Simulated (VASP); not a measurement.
Be3Zn2Se5:

```
Be Zn Se
1.0
    -0.06615   -3.94518   -0.03560
     3.70400    0.06615   -0.01045
    -1.85647    2.06747   13.73121
Be Zn Se
3 2 5
Direct
  0.99065 0.00692 0.99803
  0.57843 0.58325 0.17878
  0.39762 0.41148 0.81320
  0.18692 0.20097 0.39293
  0.81405 0.78940 0.61320
  0.64349 0.14601 0.28001
  0.24811 0.74473 0.50601
  0.88374 0.37057 0.72065
  0.45680 0.95828 0.90936
  0.05020 0.53838 0.08784
```

```yaml
Program: VASP 6.6.1
Task: relaxation of cell and atoms
Functional: PBE
Potentials_or_basis: VASP PAW PBE potentials, release 64 (Be, Zn, Se)
Cutoff: 600 eV
k_mesh: 4 × 4 × 4
Occupations: gaussian, width 0.1 eV
Spin: no spin polarisation
```

At the start: pressure 0.1 GPa; volume 20.02 Å³/atom.

Task: How do energy, volume and symmetry change on relaxing?

Result: Over 12 steps the energy falls by 41.1 meV/atom and the volume is 19.79 Å³/atom (-1.1 %); space group P1 (No. 1, to 0.1 Å) before, I-4m2 (No. 119, to 0.1 Å).

The path:
```
step  energy change (eV)  largest force (eV/Å)  pressure (GPa)  volume (Å³)
   1              0.0000                1.4348            0.08       200.24
   2             -0.3076                0.5758           -0.62       200.40
   3             -0.3278                0.7434           -0.65       200.41
   4             -0.3902                0.3060            0.06       197.93
   5             -0.3955                0.1694            0.38       196.95
   6             -0.4049                0.1146           -0.07       198.25
   7             -0.4053                0.1059           -0.18       198.57
   8             -0.4081                0.0625           -0.03       198.13
   9             -0.4086                0.0624            0.07       197.84
  10             -0.4100                0.0519            0.01       197.97
  11             -0.4107                0.0569           -0.05       198.14
  12             -0.4114                0.0198            0.02       197.94
```

Final structure:
```cif
data_structure
_symmetry_space_group_name_H-M 'P 1'
_symmetry_Int_Tables_number 1
_cell_length_a 3.8172
_cell_length_b 3.8171
_cell_length_c 13.8514
_cell_angle_alpha 97.935
_cell_angle_beta 97.928
_cell_angle_gamma 89.931
_cell_volume 197.94
loop_
_atom_site_label
_atom_site_type_symbol
_atom_site_fract_x
_atom_site_fract_y
_atom_site_fract_z
_atom_site_occupancy
Be1 Be 0.99976 0.00111 0.00003 1
Be2 Be 0.58986 0.59212 0.18397 1
Be3 Be 0.40988 0.40867 0.81598 1
Zn1 Zn 0.19140 0.19318 0.38780 1
Zn2 Zn 0.80858 0.80470 0.61231 1
Se1 Se 0.63482 0.13736 0.27427 1
Se2 Se 0.25167 0.74941 0.50000 1
Se3 Se 0.86505 0.36166 0.72560 1
Se4 Se 0.45443 0.95492 0.90813 1
Se5 Se 0.04454 0.54688 0.09191 1
```

Caveat: the k points lie up to 0.42 Å⁻¹ apart in the final cell.
